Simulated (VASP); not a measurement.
The system is LuW2ClO4.

```xyz
8
Lattice="3.5184 0.0000 0.0000 0.0000 3.5184 0.0000 0.0000 0.0000 8.1501" Properties=species:S:1:pos:R:3 pbc="T T T"
Cl    0.0000    0.0000    4.0750
Lu    0.0000    0.0000    0.0000
O     1.7592    0.0000    6.9113
O     0.0000    1.7592    6.9113
O     1.7592    0.0000    1.2388
O     0.0000    1.7592    1.2388
W     1.7592    1.7592    5.8624
W     1.7592    1.7592    2.2877
```

Base run:

* Program: VASP 6.6.1
* Functional: PBE
* Potentials or basis: VASP PAW PBE potentials, release 64 (Cl, Lu, O, W_sv)
* Cutoff: 520 eV
* k mesh: 5 × 5 × 3
* Occupations: fermi-dirac, width 0.0149 eV
* Spin: no spin polarisation

Its results: pressure 16.0 GPa; largest force 3.204 eV/Å.

Task: The run is repeated on the same cell with these changes: spin from no spin polarisation to collinear spin, ferromagnetic start; further incar settings from ALGO = Normal; EDIFF = 1e-06; NBANDS = 52 to ALGO = Normal; EDIFF = 1e-06; NBANDS = 56. What comes out?

Result: Pressure 17.2 GPa; net moment 2.13 μB per cell; site moments Cl -0.02; Lu +0.04; O +0.02; W +0.86 μB; largest force 3.057 eV/Å.

Caveats: forces of over 1 eV/Å act on the atoms, so gaps and moduli don't describe the material at rest; the stress differs along the axes, from 3 to 22 GPa (at least some runs); the stress differs along the axes, from 7 to 22 GPa (at least some runs).
